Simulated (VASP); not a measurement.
# W3C in VASP: further runs

W3C is run at these levels: PBE; tasks: single point.

All numbers are computed with VASP 6.6.1; they aren't measurements. Logs are shortened: lines on timing, memory, paths and dates and some standing lists are left out, and cuts for length are marked.

## Step 1: The cell of the first run

The cell holds a slab with vacuum, 4 atoms: a = 2.855 Å, b = 2.855 Å, c = 19.445 Å, α = 90.00°, β = 90.00°, γ = 90.00°.

## Step 2: Single point, PBE

The input, INCAR:

```
PREC     = Accurate       # precision mode
ENCUT    = 520            # plane-wave cutoff, eV
EDIFF    = 1E-7           # SCF threshold, eV
ISMEAR   = 0              # smearing method
SIGMA    = 0.1            # smearing width, eV
LREAL    = F              # projectors in reciprocal space
LASPH    = T              # aspherical terms in the spheres
NELM     = 80             # most SCF steps
ALGO     = Normal         # electronic algorithm
ISIF     = 2              # what is computed and relaxed
LWAVE    = F              # write WAVECAR
LCHARG   = F              # write CHGCAR
LDIPOL   = T            
IDIPOL   = 3            
DIPOL    = 0.5 0.5 0.352
GGA      = PE             # functional
NBANDS   = 31             # bands
```

The input, KPOINTS:

```
regular mesh
0
Gamma
  9 9 1
```

The input, POSCAR:

```
W3C
1.0
    2.8547213223      0.0000000000      0.0000000000
    0.0000000000      2.8547213223      0.0000000000
    0.0000000000      0.0000000000     19.4446427381
W C
3 1
Direct
    0.5000000000      0.5000000000      0.2057121879
    0.0000000000      0.0000000000      0.3071172995
    0.5000000000      0.5000000000      0.4085774599
    0.5000000000      0.8333333333      0.4882712292
```

Potentials or basis: VASP PAW PBE potentials, release 64 (W_sv, C).

Command:

```bash
$ cat potpaw_PBE.64/W_sv/POTCAR potpaw_PBE.64/C/POTCAR > POTCAR
$ mpirun -np 1 vasp_std > vasp.out
```

OUTCAR:

```text
PREC = Accurate
   ENCUT = 520
   EDIFF = 1E-7
   ISMEAR = 0
   LREAL = F
   LASPH = T
   NELM = 80
   ISIF = 2
   GGA = PE

 ion  position               nearest neighbor table
   1  0.500  0.500  0.206-   2 2.82   2 2.82   2 2.82   2 2.82
   2  0.000  0.000  0.307-   1 2.82   1 2.82   1 2.82   1 2.82   3 2.82   3 2.82   3 2.82   3 2.82

   3  0.500  0.500  0.409-   4 1.82   4 2.45   2 2.82   2 2.82   2 2.82   2 2.82
   4  0.500  0.833  0.488-   3 1.82   3 2.45

  LATTYP: Found a simple tetragonal cell.
 ALAT       =     2.8547213223
 C/A-ratio  =     6.8113978714

  Lattice vectors:

 A1 = (   2.8547213223,   0.0000000000,   0.0000000000)
 A2 = (   0.0000000000,   2.8547213223,   0.0000000000)
 A3 = (   0.0000000000,   0.0000000000,  19.4446427381)

Analysis of symmetry for initial positions (statically):
=====================================================================
 Subroutine PRICEL returns:
 Original cell was already a primitive cell.

 Routine SETGRP: Setting up the symmetry group for a
 simple tetragonal supercell.

 Subroutine GETGRP returns: Found  2 space group operations
 (whereof  2 operations were pure point group operations)
 out of a pool of 16 trial point group operations.

The static configuration has the point symmetry C_1h.

Analysis of symmetry for dynamics (positions and initial velocities):
=====================================================================
 Subroutine PRICEL returns:
 Original cell was already a primitive cell.

 Routine SETGRP: Setting up the symmetry group for a
 simple tetragonal supercell.

 Subroutine GETGRP returns: Found  2 space group operations
 (whereof  2 operations were pure point group operations)
 out of a pool of 16 trial point group operations.

The dynamic configuration has the point symmetry C_1h.

 Subroutine INISYM returns: Found  2 space group operations
 (whereof  2 operations are pure point group operations),
 and found     1 'primitive' translations

----------------------------------------------------------------------------------------

                                     Primitive cell

  volume of cell :     158.4628

  direct lattice vectors                    reciprocal lattice vectors
     2.854721322  0.000000000  0.000000000     0.350296890  0.000000000  0.000000000
     0.000000000  2.854721322  0.000000000     0.000000000  0.350296890  0.000000000
     0.000000000  0.000000000 19.444642738     0.000000000  0.000000000  0.051428047

  length of vectors
     2.854721322  2.854721322 19.444642738     0.350296890  0.350296890  0.051428047

  position of ions in fractional coordinates (direct lattice)
     0.500000000  0.500000000  0.205712188
     0.000000000  0.000000000  0.307117299
     0.500000000  0.500000000  0.408577460
     0.500000000  0.833333333  0.488271229

  ion indices of the primitive-cell ions
   primitive index   ion index
                 1           1
                 2           2
                 3           3
                 4           4

----------------------------------------------------------------------------------------

 KPOINTS: regular mesh

Automatic generation of k-mesh.
 Grid dimensions read from file:
 generate k-points for:    9    9    1

 Generating k-lattice:

  Cartesian coordinates                     Fractional coordinates (reciprocal lattice)
     0.038921877  0.000000000  0.000000000     0.111111111  0.000000000  0.000000000
     0.000000000  0.038921877  0.000000000     0.000000000  0.111111111  0.000000000
     0.000000000  0.000000000  0.051428047     0.000000000  0.000000000  1.000000000

  Length of vectors
     0.038921877  0.038921877  0.051428047

  Shift w.r.t. Gamma in fractional coordinates (k-lattice)
     0.000000000  0.000000000  0.000000000

 Subroutine IBZKPT returns following result:
 ===========================================

 Found     25 irreducible k-points:

 Following reciprocal coordinates:
            Coordinates               Weight
  0.000000  0.000000  0.000000      1.000000
  0.111111  0.000000  0.000000      2.000000
  0.000000  0.111111  0.000000      2.000000
  0.222222  0.000000  0.000000      2.000000
  0.000000  0.222222  0.000000      2.000000
  0.333333  0.000000  0.000000      2.000000
[... 16 lines left out ...]
  0.444444  0.333333  0.000000      4.000000
 -0.333333  0.444444  0.000000      4.000000
   k-points           NKPTS =     25   k-points in BZ     NKDIM =     25   number of bands    NBANDS=     31
   number of dos      NEDOS =    301   number of ions     NIONS =      4
   total plane-waves  NPLWV =  86400
   dimension x,y,z NGX =    24 NGY =   24 NGZ =  150
   dimension x,y,z NGXF=    48 NGYF=   48 NGZF=  300
   ions per type =               3   1
   NGX,Y,Z   is equivalent  to a cutoff of  13.98, 13.98, 12.82 a.u.
   NGXF,Y,Z  is equivalent  to a cutoff of  27.95, 27.95, 25.65 a.u.
 SYSTEM =  unknown system
   PREC   = accura    normal or accurate (medium, high low for compatibility)
   ISTART =      0    job   : 0-new  1-cont  2-samecut
   ICHARG =      2    charge: 1-file 2-atom 10-const
   ISPIN  =      1    spin polarized calculation?
   LNONCOLLINEAR =      F non collinear calculations
   LSORBIT =      F    spin-orbit coupling
   LASPH  =      T    aspherical Exc in radial PAW
   ENCUT  =  520.0 eV  38.22 Ry    6.18 a.u.   5.31  5.31 36.15*2*pi/ulx,y,z
   NELM   =     80;   NELMIN=  2; NELMDL= -5     # of ELM steps
   EDIFF  = 0.1E-06   stopping-criterion for ELM
   LREAL  =      F    real-space projection
   EDIFFG = 0.1E-05   stopping-criterion for IOM
   NSW    =      0    number of steps for IOM
   IBRION =     -1    ionic relax: 0-MD 1-quasi-New 2-CG
   NFREE  =      0    steps in history (QN), initial steepest desc. (CG)
   ISIF   =      2    stress and relaxation
   ISYM   =      2    0-nonsym 1-usesym 2-fastsym
   POTIM  = 0.5000    time-step for ionic-motion
   TEBEG  =    0.0;   TEEND  =   0.0 temperature during run
   PSTRESS=    0.0 pullay stress
   NELECT =      46.0000    total number of electrons
   NUPDOWN=      -1.0000    fix difference up-down
   EMIN   =  10.00;   EMAX   =-10.00  energy-range for DOS
   EFERMI =   0.00;   METHOD = LEGACY
   ISMEAR =     0;   SIGMA  =   0.10  broadening in eV -4-tet -1-fermi 0-gaus
   EFERMI_NEDOS =   21; number of points for ismear=-14 and -15
   IALGO  =     38    algorithm
   IMIX   =      4    mixing-type and parameters
     AMIX     =   0.40;   BMIX     =  1.00
     AMIX_MAG =   1.60;   BMIX_MAG =  1.00
  volume/ion in A,a.u.               =      39.62       267.34
  Fermi-wavevector in a.u.,A,eV,Ry     =   1.083973  2.048411 15.986799  1.174997
  Thomas-Fermi vector in A             =   2.220051
   LORBIT       =      0    0 simple, 1 ext, 2 COOP (PROOUT), +10 PAW based schemes
   GGA     = PE    functional components
   LHFCALC =     F    Hartree Fock is set to
   AEXX    =    0.0000 exact exchange contribution
   IVDW    =     0    specifies the selected vdW correction
   LEPSILON=     F    determine dielectric tensor
   LRPA    =     F    only Hartree local field effects (RPA)
 non-spin polarized calculation
 Gauss-broadening in eV      SIGMA  =   0.10
  energy-cutoff  :      520.00
  volume of cell :      158.46
 maximum number of plane-waves:      4297
 NGX is ok and might be reduce to    24
   NGX = 11   NGY = 11   NGZ = 73

 dipolmoment           0.000000      0.000000     -0.014952 electrons x Angstroem

 number of electron      45.9999996 magnetization

 dipolmoment           0.000000      0.000000      0.090720 electrons x Angstroem

 Free energy of the ion-electron system (eV)
  ---------------------------------------------------
  ext. energy  EPLUGINS =         0.00000000
  ---------------------------------------------------
  free energy    TOTEN  =       -40.86806264 eV

  energy without entropy =      -40.83587706  energy(sigma->0) =      -40.85196985

 E-fermi :  -0.0415     XC(G=0):  -5.7937

 val. band max:       -0.0500464848   @ k =   0.3333   0.2222   0.0000
 cond. band min:      -0.0409162474   @ k =   0.3333   0.0000   0.0000
 fundamental gap:      0.0091302375
 Fermi energy:        -0.0414614511

 k-point     1 :       0.0000    0.0000    0.0000
  band No.  band energies     occupation
      1     -73.8694      2.00000
      2     -73.6587      2.00000
      3     -73.3289      2.00000
      4     -38.4090      2.00000
      5     -37.9582      2.00000
      6     -37.7822      2.00000
[... 23 lines left out ...]
     30       3.6512      0.00000
     31       3.8181      0.00000

 k-point     2 :       0.1111    0.0000    0.0000
  band No.  band energies     occupation
      1     -73.8645      2.00000
      2     -73.6549      2.00000
      3     -73.3254      2.00000
      4     -38.3922      2.00000
      5     -38.0133      2.00000
      6     -37.7955      2.00000
[... 23 lines left out ...]
     30       3.5703      0.00000
     31       3.9080      0.00000

 k-point     3 :       0.0000    0.1111    0.0000
  band No.  band energies     occupation
      1     -73.8645      2.00000
      2     -73.6549      2.00000
      3     -73.3252      2.00000
      4     -38.3924      2.00000
      5     -38.0124      2.00000
      6     -37.7995      2.00000
[... 23 lines left out ...]
     30       3.7244      0.00000
     31       4.0466      0.00000

 k-point     4 :       0.2222    0.0000    0.0000
  band No.  band energies     occupation
      1     -73.8519      2.00000
      2     -73.6452      2.00000
      3     -73.3164      2.00000
      4     -38.3614      2.00000
      5     -38.1626      2.00000
      6     -37.8708      2.00000
[... 635 lines left out ...]
     30       4.0587      0.00000
     31       4.6850      0.00000

 k-point    23 :       0.4444    0.3333    0.0000
  band No.  band energies     occupation
      1     -73.8025      2.00000
      2     -73.6008      2.00000
      3     -73.2724      2.00000
      4     -38.3662      2.00000
      5     -38.3244      2.00000
      6     -38.1077      2.00000
[... 23 lines left out ...]
     30       5.0663      0.00000
     31       5.5505      0.00000

 k-point    24 :      -0.3333    0.4444    0.0000
  band No.  band energies     occupation
      1     -73.8025      2.00000
      2     -73.6009      2.00000
      3     -73.2721      2.00000
      4     -38.3488      2.00000
      5     -38.3399      2.00000
      6     -38.1536      2.00000
[... 23 lines left out ...]
     30       4.9745      0.00000
     31       5.3738      0.00000

 [... further k-points ...]

------------------------ aborting loop because EDIFF is reached ----------------------------------------

 vacuum level on the upper side and lower side of the slab       (xc-potential included)         0.855        -1.138

  FORCE on cell =-STRESS in cart. coord.  units (eV):
  Direction    XX          YY          ZZ          XY          YZ          ZX
  --------------------------------------------------------------------------------------
  -------------------------------------------------------------------------------------
  Total       -0.6404135     -3.6862572      1.1011490      0.0000000      1.4810793      0.0000000
  in kB       -6.4750582    -37.2708086     11.1334368      0.0000000     14.9748160      0.0000000
  external PRESSURE =     -10.8708100 kB  Pullay stress =       0.0000000 kB

 VOLUME and BASIS-vectors are now :
 -----------------------------------------------------------------------------
  energy-cutoff  :      520.00
  volume of cell :      158.46
      direct lattice vectors                 reciprocal lattice vectors
     2.854721322  0.000000000  0.000000000     0.350296890  0.000000000  0.000000000
     0.000000000  2.854721322  0.000000000     0.000000000  0.350296890  0.000000000
     0.000000000  0.000000000 19.444642738     0.000000000  0.000000000  0.051428047

 POSITION                                       TOTAL-FORCE (eV/Angst)
 -----------------------------------------------------------------------------------
      1.42736      1.42736      4.00000         0.000000      0.096152     -0.166920
      0.00000      0.00000      5.97179         0.000000      0.311133     -0.140040
      1.42736      1.42736      7.94464         0.000000     -2.003892      0.177635
      1.42736      2.37893      9.49426         0.000000      1.596608      0.129325
 -----------------------------------------------------------------------------------
    total drift:                                0.000000      0.000019      0.000111

  FREE ENERGIE OF THE ION-ELECTRON SYSTEM (eV)
  ---------------------------------------------------
  free  energy   TOTEN  =       -40.8680626429 eV

  energy  without entropy=      -40.8358770617  energy(sigma->0) =      -40.85196985

 vacuum level on the upper side and lower side of the slab         6.467         4.416
```

Wall time 1.8 min (1 thread of Intel Xeon 6975P-C (Granite Rapids), shared host); peak memory 0.32 GiB.

Results:

```yaml
Free_energy: -40.8681 eV
Largest_force: 2.012 eV/Å
Band_gap_on_the_k_mesh: zero (bands 23 and 24 overlap by 0.67 eV)
```

Forces in eV/Å, atoms in the order of the input:
```
W    0.000  0.096 -0.167
W    0.000  0.311 -0.140
W    0.000 -2.004  0.178
C    0.000  1.597  0.129
```

Levels at points of the mesh, in eV from the Fermi level:
```tsv
k point	band 19	band 20	band 21	band 22	band 23	band 24	band 25	band 26	band 27	band 28
(0.00, 0.00, 0.00)	-1.60	-1.31	-0.64	-0.38	0.31	0.81	1.25	1.52	2.41	2.71
```

Caveat: spin-orbit coupling is left out, which moves the levels of the heavy elements.

## Step 3: Single point, PBE

The input, INCAR:

```
SYSTEM = W3C
ALGO     = Normal         ! electronic algorithm
DIPOL    = 0.5 0.5 0.355
EDIFF    = 1E-7           ! SCF threshold, eV
ENCUT    = 520            ! plane-wave cutoff, eV
GGA      = PE             ! functional
IDIPOL   = 3            
ISIF     = 2              ! what is computed and relaxed
ISMEAR   = 0              ! smearing method
LASPH    = .True.         ! aspherical terms in the spheres
LCHARG   = .False.        ! write CHGCAR
LDIPOL   = .True.       
LREAL    = .False.        ! projectors in reciprocal space
LWAVE    = .False.        ! write WAVECAR
NBANDS   = 31             ! bands
NELM     = 80             ! most SCF steps
PREC     = Accurate       ! precision mode
SIGMA    = 0.1            ! smearing width, eV
```

The input, KPOINTS:

```
k-points
0
Gamma
  9 9 1
  0 0 0
```

POSCAR, as its differences from that of step 2:

```diff
@@ -11,2 +11,2 @@
     0.5000000000      0.5000000000      0.4085774599
-    0.5000000000      0.8333333333      0.4882712292
+    0.5000000000      0.6666666667      0.5001370864
```

Potentials or basis: VASP PAW PBE potentials, release 64 (W_sv, C).

Command:

```bash
$ cat potpaw_PBE.64/W_sv/POTCAR potpaw_PBE.64/C/POTCAR > POTCAR
$ mpirun -np 1 vasp_std > vasp.out
```

OUTCAR:

```text
SYSTEM = W3C
   EDIFF = 1E-7
   ENCUT = 520
   GGA = PE
   ISIF = 2
   ISMEAR = 0
   LASPH = .True.
   LREAL = .False.
   NELM = 80
   PREC = Accurate

 ion  position               nearest neighbor table
   1  0.500  0.500  0.206-   2 2.82   2 2.82   2 2.82   2 2.82
   2  0.000  0.000  0.307-   1 2.82   1 2.82   1 2.82   1 2.82   3 2.82   3 2.82   3 2.82   3 2.82

   3  0.500  0.500  0.409-   4 1.84   2 2.82   2 2.82   2 2.82   2 2.82
   4  0.500  0.667  0.500-   3 1.84

  LATTYP: Found a simple tetragonal cell.
 ALAT       =     2.8547213223
[... 1022 lines left out ...]
  -------------------------------------------------------------------------------------
  Total       -1.5983751     -4.1473014      0.1566940      0.0000000      1.6422393      0.0000000
  in kB      -16.1607638    -41.9323092      1.5842933      0.0000000     16.6042637      0.0000000
  external PRESSURE =     -18.8362599 kB  Pullay stress =       0.0000000 kB

 VOLUME and BASIS-vectors are now :
 -----------------------------------------------------------------------------
  energy-cutoff  :      520.00
  volume of cell :      158.46
      direct lattice vectors                 reciprocal lattice vectors
     2.854721322  0.000000000  0.000000000     0.350296890  0.000000000  0.000000000
     0.000000000  2.854721322  0.000000000     0.000000000  0.350296890  0.000000000
     0.000000000  0.000000000 19.444642738     0.000000000  0.000000000  0.051428047

 POSITION                                       TOTAL-FORCE (eV/Angst)
 -----------------------------------------------------------------------------------
      1.42736      1.42736      4.00000         0.000000      0.038774      0.062634
      0.00000      0.00000      5.97179         0.000000      0.037768     -0.112804
      1.42736      1.42736      7.94464         0.000000     -1.126704     -0.069525
      1.42736      1.90315      9.72499         0.000000      1.050163      0.119695
 -----------------------------------------------------------------------------------
    total drift:                                0.000000      0.000002      0.000138

  FREE ENERGIE OF THE ION-ELECTRON SYSTEM (eV)
  ---------------------------------------------------
  free  energy   TOTEN  =       -40.2804362560 eV

  energy  without entropy=      -40.2415399799  energy(sigma->0) =      -40.26098812

 vacuum level on the upper side and lower side of the slab         6.659         4.321
```

It took 1.9 min on 1 thread of Intel Xeon 6975P-C (Granite Rapids), shared host; peak memory 0.32 GiB.

What came out:

```
Free energy            : -40.2804 eV
Largest force          : 1.129 eV/Å
Band gap on the k mesh : zero (bands 23 and 24 overlap by 0.53 eV)
```

Forces in eV/Å, atoms in the order of the input:
```
W    0.000  0.039  0.063
W    0.000  0.038 -0.113
W    0.000 -1.127 -0.070
C    0.000  1.050  0.120
```

Caveat: spin-orbit coupling is left out, which moves the levels of the heavy elements.
